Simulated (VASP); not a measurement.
Crystal: ZnS (Wurtzite-2H).

```
Zn S
1.0
     3.81100    0.00000    0.00000
    -1.90550    3.30042    0.00000
     0.00000    0.00000    6.23400
Zn S
2 2
Direct
  0.33333 0.66667 0.00000
  0.66667 0.33333 0.50000
  0.33333 0.66667 0.38500
  0.66667 0.33333 0.88500
```

Base run:

- Program: VASP 6.6.1
- Functional: revPBE
- Potentials or basis: VASP PAW PBE potentials, release 64 (Zn, S)
- Cutoff: 520 eV
- k mesh: 6 × 6 × 4
- Occupations: gaussian, width 0.01 eV
- Spin: no spin polarisation

Its results: band gap on the k mesh 2.38 eV, direct; pressure 4.4 GPa; largest force 0.328 eV/Å.

Question: The run is repeated on the same cell with these changes: functional from revPBE to BLYP. What comes out?

Answer: Band gap on the k mesh 2.26 eV, direct; pressure 6.4 GPa; largest force 0.344 eV/Å.

Caveats: the PAW data sets were made with another functional, which shifts forces and pressure a little.

